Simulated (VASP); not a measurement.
Here is a VASP 6.6.1 calculation.

File INCAR:

```
SYSTEM = MoS2
ALGO = Normal ; EDIFF = 1E-8
ENCUT = 520 ; ISIF = 2
ISMEAR = -1 ; LASPH = .TRUE.
LCHARG = .FALSE. ; LEFG = .TRUE.
LREAL = .FALSE. ; LWAVE = .FALSE.
NBANDS = 20 ; NELM = 80
PREC = Accurate ; SIGMA = 0.05
```

Contents of KPOINTS:

```
k-points
0
G
  15 15 15
  0 0 0
```

Contents of POSCAR:

```
MoS2
1.0
    1.6125180425      0.9309877259      6.2434257839
   -1.6125180425      0.9309877259      6.2434257839
    0.0000000000     -1.8619754517      6.2434257839
Mo S
1 2
Direct
    0.0000000000      0.0000000000      0.0000000000
    0.7484000000      0.7484000000      0.7484000000
    0.5849000000      0.5849000000      0.5849000000
```

Potentials or basis: VASP PAW LDA potentials, release 64 (Mo_sv, S).

Command:

```bash
$ cat potpaw_LDA.64/Mo_sv/POTCAR potpaw_LDA.64/S/POTCAR > POTCAR
$ mpirun -np 1 vasp_std > vasp.out
```

Q: Predict the pressure.

A: -6.9 GPa.

Q: Estimate the band gap on the k mesh.

A: 0.64 eV (least direct gap 1.51 eV).

Forces on the atoms (eV/Å):
```
Mo   0.000  0.000 -0.002
S    0.000  0.000 -0.156
S    0.000  0.000  0.158
```

Caveat: the stress differs along the axes, from -9 to -3 GPa; without QUAD_EFG the Cq values of the log hold for a quadrupole moment of 1 mb, not for the nuclei. A k mesh can miss the band edges.
